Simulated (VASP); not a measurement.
# SnAs (Fm-3m) in VASP: a series of runs

SnAs is run at these levels: LDA; tasks: single point.

Everything below comes from runs of VASP 6.6.1. Logs are shortened: lines on timing, memory, paths and dates and some standing lists are left out, and cuts for length are marked.

**1. The cell of the first run**

The structure is cubic, space group Fm-3m (No. 225). Conventional cell: a = 4.714 Å, b = 4.714 Å, c = 4.714 Å, α = 90.00°, β = 90.00°, γ = 90.00°. Sn (site symmetry m-3m) has 6 As at 2.36 Å within 3.1 Å. Within 3.1 Å of As (site symmetry m-3m) lie 6 Sn at 2.36 Å.

**2. Single point, LDA (volume scaled by 0.55)**

INCAR reads:

```
PREC = Accurate ; ENCUT = 520
EDIFF = 1E-7 ; ISMEAR = -1
SIGMA = 0.05 ; LREAL = F
LASPH = T ; NELM = 80
ALGO = Normal ; ISIF = 2
LWAVE = F ; LCHARG = F
NBANDS = 16
```

KPOINTS reads:

```
regular mesh
0
Gamma
  11 11 11
```

POSCAR reads:

```
SnAs
1.0
    0.0000000000      2.3570815520      2.3570815520
    2.3570815520      0.0000000000      2.3570815520
    2.3570815520      2.3570815520      0.0000000000
Sn As
1 1
Direct
    0.5000000000      0.5000000000      0.5000000000
    0.0000000000      0.0000000000      0.0000000000
```

Potentials or basis: VASP PAW LDA potentials, release 64 (Sn_d, As).

Command:

```sh
cat potpaw_LDA.64/Sn_d/POTCAR potpaw_LDA.64/As/POTCAR > POTCAR
mpirun -np 1 vasp_std > vasp.out
```

OUTCAR:

```text
PREC = Accurate
   ENCUT = 520
   EDIFF = 1E-7
   ISMEAR = -1
   LREAL = F
   LASPH = T
   NELM = 80
   ISIF = 2

 ion  position               nearest neighbor table
   1  0.500  0.500  0.500-   2 2.36   2 2.36   2 2.36   2 2.36   2 2.36   2 2.36
   2  0.000  0.000  0.000-   1 2.36   1 2.36   1 2.36   1 2.36   1 2.36   1 2.36

  LATTYP: Found a face centered cubic cell.
 ALAT       =     4.7141631040

  Lattice vectors:

 A1 = (   0.0000000000,   2.3570815520,   2.3570815520)
 A2 = (   2.3570815520,   0.0000000000,   2.3570815520)
 A3 = (   2.3570815520,   2.3570815520,   0.0000000000)

Analysis of symmetry for initial positions (statically):
=====================================================================
 Subroutine PRICEL returns:
 Original cell was already a primitive cell.

 Routine SETGRP: Setting up the symmetry group for a
 face centered cubic supercell.

 Subroutine GETGRP returns: Found 48 space group operations
 (whereof 48 operations were pure point group operations)
 out of a pool of 48 trial point group operations.

The static configuration has the point symmetry O_h .

Analysis of symmetry for dynamics (positions and initial velocities):
=====================================================================
 Subroutine PRICEL returns:
 Original cell was already a primitive cell.

 Routine SETGRP: Setting up the symmetry group for a
 face centered cubic supercell.

 Subroutine GETGRP returns: Found 48 space group operations
 (whereof 48 operations were pure point group operations)
 out of a pool of 48 trial point group operations.

The dynamic configuration has the point symmetry O_h .

 Subroutine INISYM returns: Found 48 space group operations
 (whereof 48 operations are pure point group operations),
 and found     1 'primitive' translations

----------------------------------------------------------------------------------------

                                     Primitive cell

  volume of cell :      26.1911

  direct lattice vectors                    reciprocal lattice vectors
     0.000000000  2.357081552  2.357081552    -0.212126729  0.212126729  0.212126729
     2.357081552  0.000000000  2.357081552     0.212126729 -0.212126729  0.212126729
     2.357081552  2.357081552  0.000000000     0.212126729  0.212126729 -0.212126729

  length of vectors
     3.333416698  3.333416698  3.333416698     0.367414273  0.367414273  0.367414273

  position of ions in fractional coordinates (direct lattice)
     0.500000000  0.500000000  0.500000000
     0.000000000  0.000000000  0.000000000

  ion indices of the primitive-cell ions
   primitive index   ion index
                 1           1
                 2           2

----------------------------------------------------------------------------------------

 KPOINTS: regular mesh

Automatic generation of k-mesh.
 Grid dimensions read from file:
 generate k-points for:   11   11   11

 Generating k-lattice:

  Cartesian coordinates                     Fractional coordinates (reciprocal lattice)
    -0.019284248  0.019284248  0.019284248     0.090909091  0.000000000  0.000000000
     0.019284248 -0.019284248  0.019284248     0.000000000  0.090909091  0.000000000
     0.019284248  0.019284248 -0.019284248     0.000000000  0.000000000  0.090909091

  Length of vectors
     0.033401298  0.033401298  0.033401298

  Shift w.r.t. Gamma in fractional coordinates (k-lattice)
     0.000000000  0.000000000  0.000000000

 Subroutine IBZKPT returns following result:
 ===========================================

 Found     56 irreducible k-points:

 Following reciprocal coordinates:
            Coordinates               Weight
  0.000000  0.000000  0.000000      1.000000
  0.090909  0.000000  0.000000      8.000000
  0.181818  0.000000  0.000000      8.000000
  0.272727  0.000000  0.000000      8.000000
  0.363636  0.000000  0.000000      8.000000
  0.454545  0.000000  0.000000      8.000000
[... 16 lines left out ...]
 -0.272727  0.181818  0.000000     24.000000
 -0.181818  0.181818  0.000000     12.000000
 [... further k-points ...]
   k-points           NKPTS =     56   k-points in BZ     NKDIM =     56   number of bands    NBANDS=     16
   number of dos      NEDOS =    301   number of ions     NIONS =      2
   total plane-waves  NPLWV =  21952
   dimension x,y,z NGX =    28 NGY =   28 NGZ =   28
   dimension x,y,z NGXF=    56 NGYF=   56 NGZF=   56
   ions per type =               1   1
   NGX,Y,Z   is equivalent  to a cutoff of  13.96, 13.96, 13.96 a.u.
   NGXF,Y,Z  is equivalent  to a cutoff of  27.93, 27.93, 27.93 a.u.
 SYSTEM =  unknown system
   PREC   = accura    normal or accurate (medium, high low for compatibility)
   ISTART =      0    job   : 0-new  1-cont  2-samecut
   ICHARG =      2    charge: 1-file 2-atom 10-const
   ISPIN  =      1    spin polarized calculation?
   LNONCOLLINEAR =      F non collinear calculations
   LSORBIT =      F    spin-orbit coupling
   LASPH  =      T    aspherical Exc in radial PAW
   ENCUT  =  520.0 eV  38.22 Ry    6.18 a.u.   6.20  6.20  6.20*2*pi/ulx,y,z
   NELM   =     80;   NELMIN=  2; NELMDL= -5     # of ELM steps
   EDIFF  = 0.1E-06   stopping-criterion for ELM
   LREAL  =      F    real-space projection
   EDIFFG = 0.1E-05   stopping-criterion for IOM
   NSW    =      0    number of steps for IOM
   IBRION =     -1    ionic relax: 0-MD 1-quasi-New 2-CG
   NFREE  =      0    steps in history (QN), initial steepest desc. (CG)
   ISIF   =      2    stress and relaxation
   ISYM   =      2    0-nonsym 1-usesym 2-fastsym
   POTIM  = 0.5000    time-step for ionic-motion
   TEBEG  =    0.0;   TEEND  =   0.0 temperature during run
   PSTRESS=    0.0 pullay stress
   NELECT =      19.0000    total number of electrons
   NUPDOWN=      -1.0000    fix difference up-down
   EMIN   =  10.00;   EMAX   =-10.00  energy-range for DOS
   EFERMI =   0.00;   METHOD = LEGACY
   ISMEAR =    -1;   SIGMA  =   0.05  broadening in eV -4-tet -1-fermi 0-gaus
   EFERMI_NEDOS =   21; number of points for ismear=-14 and -15
   IALGO  =     38    algorithm
   IMIX   =      4    mixing-type and parameters
     AMIX     =   0.40;   BMIX     =  1.00
     AMIX_MAG =   1.60;   BMIX_MAG =  1.00
  volume/ion in A,a.u.               =      13.10        88.37
  Fermi-wavevector in a.u.,A,eV,Ry     =   1.470984  2.779758 29.440223  2.163795
  Thomas-Fermi vector in A             =   2.586175
   LORBIT       =      0    0 simple, 1 ext, 2 COOP (PROOUT), +10 PAW based schemes
   GGA     = CA    functional components
   LHFCALC =     F    Hartree Fock is set to
   AEXX    =    0.0000 exact exchange contribution
   IVDW    =     0    specifies the selected vdW correction
   LEPSILON=     F    determine dielectric tensor
   LRPA    =     F    only Hartree local field effects (RPA)
 non-spin polarized calculation
  energy-cutoff  :      520.00
  volume of cell :       26.19
 maximum number of plane-waves:       725
 NGX is ok and might be reduce to    28
   NGX = 13   NGY = 13   NGZ = 13

 number of electron      19.0000001 magnetization

 Free energy of the ion-electron system (eV)
  ---------------------------------------------------
  ext. energy  EPLUGINS =         0.00000000
  ---------------------------------------------------
  free energy    TOTEN  =        -4.34915147 eV

  energy without entropy =       -4.34452015  energy(sigma->0) =       -4.34683581

 E-fermi :  16.9336     XC(G=0): -13.4276

 val. band max:       16.9037763978   @ k =  -0.4545   0.0909   0.0000
 cond. band min:      16.9412044629   @ k =  -0.2727   0.3636   0.0909
 fundamental gap:      0.0374280651
 Fermi energy:        16.9335965458

 k-point     1 :       0.0000    0.0000    0.0000
  band No.  band energies     occupation
      1      -6.4965      2.00000
      2      -6.4965      2.00000
      3      -6.4539      2.00000
      4      -6.4539      2.00000
      5      -6.4539      2.00000
      6      -3.1660      2.00000
[... 8 lines left out ...]
     15      24.6056      0.00000
     16      24.6056      0.00000

 k-point     2 :       0.0909    0.0000    0.0000
  band No.  band energies     occupation
      1      -6.5085      2.00000
      2      -6.5085      2.00000
      3      -6.4562      2.00000
      4      -6.4419      2.00000
      5      -6.4419      2.00000
      6      -2.9927      2.00000
[... 8 lines left out ...]
     15      23.7136      0.00000
     16      23.7809      0.00000

 k-point     3 :       0.1818    0.0000    0.0000
  band No.  band energies     occupation
      1      -6.5464      2.00000
      2      -6.5464      2.00000
      3      -6.4651      2.00000
      4      -6.4037      2.00000
      5      -6.4037      2.00000
      6      -2.4709      2.00000
[... 8 lines left out ...]
     15      23.8887      0.00000
     16      23.8887      0.00000

 k-point     4 :       0.2727    0.0000    0.0000
  band No.  band energies     occupation
      1      -6.5976      2.00000
      2      -6.5976      2.00000
      3      -6.4813      2.00000
      4      -6.3511      2.00000
      5      -6.3511      2.00000
      6      -1.6046      2.00000
[... 8 lines left out ...]
     15      25.1224      0.00000
     16      25.1781      0.00000

 k-point     5 :       0.3636    0.0000    0.0000
  band No.  band energies     occupation
      1      -6.6447      2.00000
      2      -6.6447      2.00000
      3      -6.4996      2.00000
      4      -6.3019      2.00000
      5      -6.3019      2.00000
      6      -0.4272      2.00000
[... 8 lines left out ...]
     15      26.7727      0.00000
     16      27.5949      0.00000

 k-point     6 :       0.4545    0.0000    0.0000
  band No.  band energies     occupation
      1      -6.6727      2.00000
      2      -6.6727      2.00000
      3      -6.5117      2.00000
      4      -6.2724      2.00000
      5      -6.2724      2.00000
      6       0.8644      2.00000
[... 8 lines left out ...]
     15      28.4557      0.00000
     16      30.0992      0.00000

 k-point     7 :       0.0909    0.0909    0.0000
  band No.  band energies     occupation
      1      -6.5340      2.00000
      2      -6.4879      2.00000
      3      -6.4650      2.00000
      4      -6.4359      2.00000
      5      -6.4359      2.00000
      6      -2.9324      2.00000
[... 8 lines left out ...]
     15      24.7282      0.00000
     16      25.3771      0.00000

 k-point     8 :       0.1818    0.0909    0.0000
  band No.  band energies     occupation
      1      -6.5803      2.00000
      2      -6.5007      2.00000
      3      -6.4729      2.00000
      4      -6.4131      2.00000
      5      -6.4003      2.00000
      6      -2.5202      2.00000
[... 8 lines left out ...]
     15      24.9644      0.00000
     16      25.3559      0.00000

 k-point     9 :       0.2727    0.0909    0.0000
  band No.  band energies     occupation
      1      -6.6342      2.00000
      2      -6.5425      2.00000
      3      -6.4789      2.00000
      4      -6.3801      2.00000
      5      -6.3459      2.00000
      6      -1.7590      2.00000
[... 8 lines left out ...]
     15      26.0119      0.00000
     16      26.1144      0.00000
[... 172 lines left out ...]
 k-point    19 :       0.3636    0.1818    0.0000
  band No.  band energies     occupation
      1      -6.7712      2.00000
      2      -6.5177      2.00000
      3      -6.5015      2.00000
      4      -6.3364      2.00000
      5      -6.2850      2.00000
      6      -0.5356      2.00000
[... 8 lines left out ...]
     15      28.6228      0.00000
     16      29.0886      0.00000

 k-point    20 :       0.4545    0.1818    0.0000
  band No.  band energies     occupation
      1      -6.7918      2.00000
      2      -6.5666      2.00000
      3      -6.4861      2.00000
      4      -6.3269      2.00000
      5      -6.2549      2.00000
      6       0.7480      2.00000
[... 8 lines left out ...]
     15      29.7407      0.00000
     16      31.1711      0.00000

 k-point    21 :      -0.4545    0.1818    0.0000
  band No.  band energies     occupation
      1      -6.7771      2.00000
      2      -6.6083      2.00000
      3      -6.4675      2.00000
      4      -6.3246      2.00000
      5      -6.2557      2.00000
      6       1.8986      2.00000
[... 8 lines left out ...]
     15      28.2088      0.00000
     16      29.6178      0.00000

 k-point    22 :      -0.3636    0.1818    0.0000
  band No.  band energies     occupation
      1      -6.7311      2.00000
      2      -6.6320      2.00000
      3      -6.4536      2.00000
      4      -6.3283      2.00000
      5      -6.2846      2.00000
      6       1.1603      2.00000
[... 8 lines left out ...]
     15      26.5573      0.00000
     16      28.8202      0.00000

 k-point    23 :      -0.2727    0.1818    0.0000
  band No.  band energies     occupation
      1      -6.6663      2.00000
      2      -6.6334      2.00000
      3      -6.4509      2.00000
      4      -6.3359      2.00000
      5      -6.3290      2.00000
      6      -0.1788      2.00000
[... 8 lines left out ...]
     15      26.9605      0.00000
     16      31.0887      0.00000

 k-point    24 :      -0.1818    0.1818    0.0000
  band No.  band energies     occupation
      1      -6.6154      2.00000
      2      -6.6013      2.00000
      3      -6.4596      2.00000
      4      -6.3714      2.00000
      5      -6.3471      2.00000
      6      -1.2831      2.00000
[... 8 lines left out ...]
     15      26.7033      0.00000
     16      29.5075      0.00000

 [... further k-points ...]

------------------------ aborting loop because EDIFF is reached ----------------------------------------

  FORCE on cell =-STRESS in cart. coord.  units (eV):
  Direction    XX          YY          ZZ          XY          YZ          ZX
  --------------------------------------------------------------------------------------
  -------------------------------------------------------------------------------------
  Total       25.7922130     25.7922130     25.7922130     -0.0000000      0.0000000     -0.0000000
  in kB     1577.7760789   1577.7760789   1577.7760789     -0.0000000      0.0000000     -0.0000000
  external PRESSURE =    1577.7760789 kB  Pullay stress =       0.0000000 kB

 VOLUME and BASIS-vectors are now :
 -----------------------------------------------------------------------------
  energy-cutoff  :      520.00
  volume of cell :       26.19
      direct lattice vectors                 reciprocal lattice vectors
     0.000000000  2.357081552  2.357081552    -0.212126729  0.212126729  0.212126729
     2.357081552  0.000000000  2.357081552     0.212126729 -0.212126729  0.212126729
     2.357081552  2.357081552  0.000000000     0.212126729  0.212126729 -0.212126729

 POSITION                                       TOTAL-FORCE (eV/Angst)
 -----------------------------------------------------------------------------------
      2.35708      2.35708      2.35708        -0.000000     -0.000000     -0.000000
      0.00000      0.00000      0.00000         0.000000      0.000000      0.000000
 -----------------------------------------------------------------------------------
    total drift:                                0.000000      0.000000      0.000000

  FREE ENERGIE OF THE ION-ELECTRON SYSTEM (eV)
  ---------------------------------------------------
  free  energy   TOTEN  =        -4.3491514693 eV

  energy  without entropy=       -4.3445201464  energy(sigma->0) =       -4.34683581
```

It took 21 s on 1 thread of Intel Xeon 6975P-C, shared host; peak memory 0.16 GiB.

Results:

```
Free energy : -4.3492 eV
Pressure    : 157.8 GPa
```

Levels at points of the mesh, in eV from the Fermi level:
```
           k point  band 5  band 6  band 7  band 8  band 9  band 10  band 11  band 12  band 13  band 14
(0.00, 0.00, 0.00)  -23.39  -20.10   -2.67   -2.67   -2.67     2.77     5.44     5.44     5.44     5.65
```

Caveat: spin-orbit coupling is left out, which moves the levels of the heavy elements.

[end of part 1 of 2]
